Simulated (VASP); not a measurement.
Runs of VASP 6.6.1 on Rh. The structure is that of space group P6_3/mmc (No. 194), or close to it. The cells are those of the table. 

| cell | gap on the mesh (eV) | pressure (GPa) | largest force (eV/Å) |
| --- | --- | --- | --- |
| a = 2.608, b = 2.608, c = 8.985 Å, angles 90.0, 90.0, 120.0°, 4 atoms | none | 2.4 | - |
| a = 2.560, b = 2.707, c = 8.667 Å, angles 90.0, 90.0, 118.2°, 4 atoms | none | 2.7 | (b) |
| a = 2.706, b = 2.853, c = 7.714 Å, angles 90.0, 90.0, 118.3°, 4 atoms | none | 15.6 | (c) |
| a = 2.608, b = 2.756, c = 8.349 Å, angles 90.0, 90.0, 118.2°, 4 atoms | none | 4.0 | (a) |
| a = 2.462, b = 2.610, c = 9.302 Å, angles 90.0, 90.0, 118.1°, 4 atoms | none | 9.4 | 0.10 |

Alike in all rows: task single point; level LDA; potentials or basis VASP PAW LDA potentials, release 64 (Rh_pv); no spin polarisation; k mesh 18 × 18 × 6; cutoff (eV) 520; smearing gaussian 0.15 eV.

Q: Fill in the values left out.

A: (a) 0.22; (b) 0.16; (c) 0.40.

A k mesh can miss the band edges, and the runs leave out spin-orbit coupling on Rh.

A gap of «none» marks levels without a gap at the run's occupations.
